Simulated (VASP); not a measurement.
Wanted: the native input for a VASP 6.6.1 run.

```
Task                   : electric field gradients
Functional             : PBE
Dispersion             : D3(BJ)
Potentials or basis    : VASP PAW PBE potentials, release 64 (Si, N)
Cutoff                 : 520 eV
k mesh                 : 4 × 4 × 10
Occupations            : fermi-dirac, width 0.02 eV
Spin                   : no spin polarisation
Dipole correction      : no
Further INCAR settings : ALGO = Normal; EDIFF = 1e-08; NBANDS = 45
```

The structure of Si3N4 lies in POSCAR:

```
Si3N4
1.0
    7.5950000000      0.0000000000      0.0000000000
   -3.7975000000      6.5774629417      0.0000000000
    0.0000000000      0.0000000000      2.9023000000
Si N
6 8
Direct
    0.7673199105      0.1735618873      0.3256358181
    0.5937580233      0.7673199105      0.8256358181
    0.8264381127      0.5937580233      0.3256358181
    0.2326800895      0.8264381127      0.8256358181
    0.4062419767      0.2326800895      0.3256358181
    0.1735618873      0.4062419767      0.8256358181
    0.0293608823      0.3297475823      0.3256531517
    0.6996133000      0.0293608823      0.8256531517
    0.6702524177      0.6996133000      0.3256531517
    0.9706391177      0.6702524177      0.8256531517
    0.3003867000      0.9706391177      0.3256531517
    0.3297475823      0.3003867000      0.8256531517
    0.3333333333      0.6666666667     -0.1744669093
    0.6666666667      0.3333333333      0.3255330907
```

These files were run (other wordings do the same):

INCAR

```
PREC = Accurate
ENCUT = 520
EDIFF = 1E-8
ISMEAR = -1
SIGMA = 0.02
LREAL = False
LASPH = True
NELM = 100
ALGO = Normal
ISIF = 2
LWAVE = False
LCHARG = False
GGA = PE
IVDW = 12
LEFG = True
NBANDS = 45
```

KPOINTS

```
Automatic mesh
0
Gamma
  4 4 10
```

Potentials or basis: VASP PAW PBE potentials, release 64 (Si, N).

Run with:

```sh
$ cat potpaw_PBE.64/Si/POTCAR potpaw_PBE.64/N/POTCAR > POTCAR
$ mpirun -np 1 vasp_std > vasp.out
```

It gave:

| Item | Value |
| --- | --- |
| Pressure | 2.0 GPa |
| Largest force | 0.005 eV/Å |
| Band gap on the k mesh | 4.35 eV (least direct gap 4.54 eV) |
| Largest electric field gradient by atom | Si +9.8; N -46.3, -45.5 (each value once) V/Å² |
| Dispersion energy per atom | -0.258 eV |

Caveat: without QUAD_EFG the Cq values of the log hold for a quadrupole moment of 1 mb, not for the nuclei.

It used 190 s of CPU time on 1 thread of Intel(R) Xeon(R) Platinum 8488C (Sapphire Rapids), with other jobs on the host.
